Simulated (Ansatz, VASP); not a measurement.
## Li2S in VASP and in Ansatz

```
Li S
1.0
     0.00000    2.83517    2.83517
     2.83517    0.00000    2.83517
     2.83517    2.83517    0.00000
Li S
2 1
Direct
  0.75000 0.75000 0.75000
  0.25000 0.25000 0.25000
  0.00000 0.00000 0.00000
```

Alike in both runs: task single point; functional PBE; k mesh 4 × 4 × 4; occupations fermi-dirac, width 0.02 eV; no spin polarisation.

|  | VASP | Ansatz |
| --- | --- | --- |
| version | VASP 6.6.1 | Ansatz 0.2.0 |
| potentials or method | VASP PAW PBE potentials, release 64 (Li_sv, S), cutoff 750 eV | scalar-relativistic, plane waves, PAW |
| valence electrons in the cell | 12 | 12 |

|  | VASP | Ansatz | Ansatz less VASP |
| --- | --- | --- | --- |
| gap on the k mesh at the Fermi level (eV) | 3.37 | 3.38 | +0.004 |
| least direct gap on the mesh (eV) | 4.34 | 4.34 | -0.001 |
| pressure (GPa) | 0.6 | 0.8 | +0.20 |

The k mesh is coarse, so the values compare programs but aren't converged.
